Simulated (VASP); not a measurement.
# BaTe in VASP: notebook, part 2 of 3

VASP 6.6.1. The steps go on from the part before.

## Step 4: Single point, PBE

Contents of INCAR:

```
  ALGO = Normal
  EDIFF = 1E-7
  ENCUT = 520
  GGA = PE
  ISIF = 2
  ISMEAR = 0
  LASPH = T
  LCHARG = T
  LELF = T
  LREAL = F
  LVHAR = T
  LWAVE = F
  NBANDS = 42
  NELM = 100
  PREC = Accurate
  SIGMA = 0.1
```

Contents of KPOINTS:

```
k-points
0
Gamma
  6 6 1
```

Contents of POSCAR:

```
BaTe
1.0
    4.9416168000      0.0000000000      0.0000000000
   -2.4708084000      4.2795657000      0.0000000000
    0.0000000000      0.0000000000     16.8018275000
Ba Te
4 4
Direct
    0.6666667000      0.3333333000      0.8771430000
    0.3333333000      0.6666667000      0.1228570000
    0.3333333000      0.6666667000      0.3771430000
    0.6666667000      0.3333333000      0.6228570000
    0.0000000000      0.0000000000      0.0000000000
    0.0000000000      0.0000000000      0.5000000000
    0.6666667000      0.3333333000      0.2500000000
    0.3333333000      0.6666667000      0.7500000000
```

Potentials or basis: VASP PAW PBE potentials, release 64 (Ba_sv, Te).

Launch:

```console
> cat potpaw_PBE.64/Ba_sv/POTCAR potpaw_PBE.64/Te/POTCAR > POTCAR
> mpirun -np 1 vasp_std > vasp.out
```

OUTCAR:

```text
EDIFF = 1E-7
   ENCUT = 520
   GGA = PE
   ISIF = 2
   ISMEAR = 0
   LASPH = T
   LREAL = F
   NELM = 100
   PREC = Accurate

 ion  position               nearest neighbor table
   1  0.667  0.333  0.877-   5 3.52   5 3.52   5 3.52   8 3.56   8 3.56   8 3.56   4 4.27
   2  0.333  0.667  0.123-   5 3.52   5 3.52   5 3.52   7 3.56   7 3.56   7 3.56   3 4.27
   3  0.333  0.667  0.377-   6 3.52   6 3.52   6 3.52   7 3.56   7 3.56   7 3.56   2 4.27
   4  0.667  0.333  0.623-   6 3.52   6 3.52   6 3.52   8 3.56   8 3.56   8 3.56   1 4.27
   5  0.000  0.000  0.000-   1 3.52   2 3.52   1 3.52   2 3.52   1 3.52   2 3.52
   6  0.000  0.000  0.500-   3 3.52   4 3.52   4 3.52   3 3.52   4 3.52   3 3.52
   7  0.667  0.333  0.250-   2 3.56   3 3.56   2 3.56   3 3.56   2 3.56   3 3.56
   8  0.333  0.667  0.750-   1 3.56   4 3.56   1 3.56   4 3.56   1 3.56   4 3.56

  LATTYP: Found a hexagonal cell.
 ALAT       =     4.9416168000
 C/A-ratio  =     3.4000668567

  Lattice vectors:

 A1 = (   4.9416168000,   0.0000000000,   0.0000000000)
 A2 = (  -2.4708084000,   4.2795657000,   0.0000000000)
 A3 = (   0.0000000000,   0.0000000000,  16.8018275000)

Analysis of symmetry for initial positions (statically):
=====================================================================
 Subroutine PRICEL returns:
 Original cell was already a primitive cell.

 Routine SETGRP: Setting up the symmetry group for a
 hexagonal supercell.

 Subroutine GETGRP returns: Found 24 space group operations
 (whereof 12 operations were pure point group operations)
 out of a pool of 24 trial point group operations.

The static configuration has the point symmetry D_3d.
 The point group associated with its full space group is D_6h.

Analysis of symmetry for dynamics (positions and initial velocities):
=====================================================================
 Subroutine PRICEL returns:
 Original cell was already a primitive cell.

 Routine SETGRP: Setting up the symmetry group for a
 hexagonal supercell.

 Subroutine GETGRP returns: Found 24 space group operations
 (whereof 12 operations were pure point group operations)
 out of a pool of 24 trial point group operations.

The dynamic configuration has the point symmetry D_3d.
 The point group associated with its full space group is D_6h.

 Subroutine INISYM returns: Found 24 space group operations
 (whereof 12 operations are pure point group operations),
 and found     1 'primitive' translations

----------------------------------------------------------------------------------------

                                     Primitive cell

  volume of cell :     355.3246

  direct lattice vectors                    reciprocal lattice vectors
     4.941616800  0.000000000  0.000000000     0.202362919  0.116834285  0.000000000
    -2.470808400  4.279565700  0.000000000     0.000000000  0.233668571  0.000000000
     0.000000000  0.000000000 16.801827500     0.000000000  0.000000000  0.059517335

  length of vectors
     4.941616800  4.941616813 16.801827500     0.233668571  0.233668571  0.059517335

  position of ions in fractional coordinates (direct lattice)
     0.666666700  0.333333300  0.877143000
     0.333333300  0.666666700  0.122857000
[... 48 lines left out ...]
  0.333333  0.000000  0.000000      6.000000
  0.500000  0.000000  0.000000      3.000000
  0.166667  0.166667  0.000000      6.000000
  0.333333  0.166667  0.000000     12.000000
  0.333333  0.333333  0.000000      2.000000
   k-points           NKPTS =      7   k-points in BZ     NKDIM =      7   number of bands    NBANDS=     42
   number of dos      NEDOS =    301   number of ions     NIONS =      8
   total plane-waves  NPLWV = 201600
   dimension x,y,z NGX =    40 NGY =   40 NGZ =  126
   dimension x,y,z NGXF=    80 NGYF=   80 NGZF=  252
   ions per type =               4   4
   NGX,Y,Z   is equivalent  to a cutoff of  13.46, 13.46, 12.47 a.u.
   NGXF,Y,Z  is equivalent  to a cutoff of  26.91, 26.91, 24.93 a.u.
 SYSTEM =  unknown system
   PREC   = accura    normal or accurate (medium, high low for compatibility)
   ISTART =      0    job   : 0-new  1-cont  2-samecut
   ICHARG =      2    charge: 1-file 2-atom 10-const
   ISPIN  =      1    spin polarized calculation?
   LNONCOLLINEAR =      F non collinear calculations
   LSORBIT =      F    spin-orbit coupling
   LASPH  =      T    aspherical Exc in radial PAW
   ENCUT  =  520.0 eV  38.22 Ry    6.18 a.u.   9.19  9.19 31.24*2*pi/ulx,y,z
   NELM   =    100;   NELMIN=  2; NELMDL= -5     # of ELM steps
   EDIFF  = 0.1E-06   stopping-criterion for ELM
   LREAL  =      F    real-space projection
   EDIFFG = 0.1E-05   stopping-criterion for IOM
   NSW    =      0    number of steps for IOM
   IBRION =     -1    ionic relax: 0-MD 1-quasi-New 2-CG
   NFREE  =      0    steps in history (QN), initial steepest desc. (CG)
   ISIF   =      2    stress and relaxation
   ISYM   =      2    0-nonsym 1-usesym 2-fastsym
   POTIM  = 0.5000    time-step for ionic-motion
   TEBEG  =    0.0;   TEEND  =   0.0 temperature during run
   PSTRESS=    0.0 pullay stress
   NELECT =      64.0000    total number of electrons
   NUPDOWN=      -1.0000    fix difference up-down
   EMIN   =  10.00;   EMAX   =-10.00  energy-range for DOS
   EFERMI =   0.00;   METHOD = LEGACY
   ISMEAR =     0;   SIGMA  =   0.10  broadening in eV -4-tet -1-fermi 0-gaus
   EFERMI_NEDOS =   21; number of points for ismear=-14 and -15
   IALGO  =     38    algorithm
   IMIX   =      4    mixing-type and parameters
     AMIX     =   0.40;   BMIX     =  1.00
     AMIX_MAG =   1.60;   BMIX_MAG =  1.00
  volume/ion in A,a.u.               =      44.42       299.73
  Fermi-wavevector in a.u.,A,eV,Ry     =   0.924541  1.747130 11.629946  0.854777
  Thomas-Fermi vector in A             =   2.050298
   LORBIT       =      0    0 simple, 1 ext, 2 COOP (PROOUT), +10 PAW based schemes
   GGA     = PE    functional components
   LHFCALC =     F    Hartree Fock is set to
   AEXX    =    0.0000 exact exchange contribution
   IVDW    =     0    specifies the selected vdW correction
   LEPSILON=     F    determine dielectric tensor
   LRPA    =     F    only Hartree local field effects (RPA)
 non-spin polarized calculation
 Gauss-broadening in eV      SIGMA  =   0.10
  energy-cutoff  :      520.00
  volume of cell :      355.32
 maximum number of plane-waves:      9592
 NGX is ok and might be reduce to    40
   NGX = 19   NGY = 19   NGZ = 63

 number of electron      63.9999998 magnetization

 Free energy of the ion-electron system (eV)
  ---------------------------------------------------
  ext. energy  EPLUGINS =         0.00000000
  ---------------------------------------------------
  free energy    TOTEN  =       -34.20655153 eV

  energy without entropy =      -34.20655153  energy(sigma->0) =      -34.20655153

 E-fermi :   2.6083     XC(G=0):  -8.0951

 val. band max:        2.1281706518   @ k =   0.0000   0.0000   0.0000
 cond. band min:       3.7696592907   @ k =   0.5000   0.0000   0.0000
 fundamental gap:      1.6414886389
 Fermi energy:         2.6083338705

 k-point     1 :       0.0000    0.0000    0.0000
  band No.  band energies     occupation
      1     -25.0960      2.00000
      2     -25.0906      2.00000
      3     -25.0833      2.00000
      4     -25.0778      2.00000
      5     -10.6538      2.00000
      6     -10.4805      2.00000
[... 304 lines left out ...]
     41       6.1198      0.00000
     42       6.6473      0.00000

------------------------ aborting loop because EDIFF is reached ----------------------------------------

  FORCE on cell =-STRESS in cart. coord.  units (eV):
  Direction    XX          YY          ZZ          XY          YZ          ZX
  --------------------------------------------------------------------------------------
  -------------------------------------------------------------------------------------
  Total        0.6460787      0.6460787      0.6906279      0.0000000      0.0000000     -0.0000000
  in kB        2.9132028      2.9132028      3.1140777      0.0000000      0.0000000     -0.0000000
  external PRESSURE =       2.9801611 kB  Pullay stress =       0.0000000 kB

 VOLUME and BASIS-vectors are now :
 -----------------------------------------------------------------------------
  energy-cutoff  :      520.00
  volume of cell :      355.32
      direct lattice vectors                 reciprocal lattice vectors
     4.941616800  0.000000000  0.000000000     0.202362919  0.116834285  0.000000000
    -2.470808400  4.279565700  0.000000000     0.000000000  0.233668571  0.000000000
     0.000000000  0.000000000 16.801827500     0.000000000  0.000000000  0.059517335

 POSITION                                       TOTAL-FORCE (eV/Angst)
 -----------------------------------------------------------------------------------
      2.47081      1.42652     14.73761         0.000000     -0.000000      0.004512
     -0.00000      2.85304      2.06422        -0.000000      0.000000     -0.004512
     -0.00000      2.85304      6.33669        -0.000000      0.000000      0.004512
      2.47081      1.42652     10.46514        -0.000000     -0.000000     -0.004512
      0.00000      0.00000      0.00000         0.000000     -0.000000      0.000000
      0.00000      0.00000      8.40091         0.000000     -0.000000      0.000000
      2.47081      1.42652      4.20046         0.000000     -0.000000      0.000000
     -0.00000      2.85304     12.60137        -0.000000      0.000000      0.000000
 -----------------------------------------------------------------------------------
    total drift:                               -0.000136      0.000124     -0.000000

  FREE ENERGIE OF THE ION-ELECTRON SYSTEM (eV)
  ---------------------------------------------------
  free  energy   TOTEN  =       -34.2065515293 eV

  energy  without entropy=      -34.2065515293  energy(sigma->0) =      -34.20655153
```

Wall time 94 s (1 thread of Intel Xeon 6975P-C (Granite Rapids), shared host); peak memory 0.5 GiB.

Results:

```yaml
Free_energy: -34.2066 eV
Pressure: 0.3 GPa
Largest_force: 0.005 eV/Å
Band_gap_on_the_k_mesh: 1.64 eV (least direct gap 2.01 eV)
```

Forces on the atoms (eV/Å):
```
Ba   0.000  0.000  0.005
Ba   0.000  0.000 -0.005
Ba   0.000  0.000  0.005
Ba   0.000  0.000 -0.005
Te   0.000  0.000  0.000
Te   0.000  0.000  0.000
Te   0.000  0.000  0.000
Te   0.000  0.000  0.000
```

Caveat: spin-orbit coupling is left out, which moves the levels of the heavy elements.

(Part 2 of 3 ends here.)
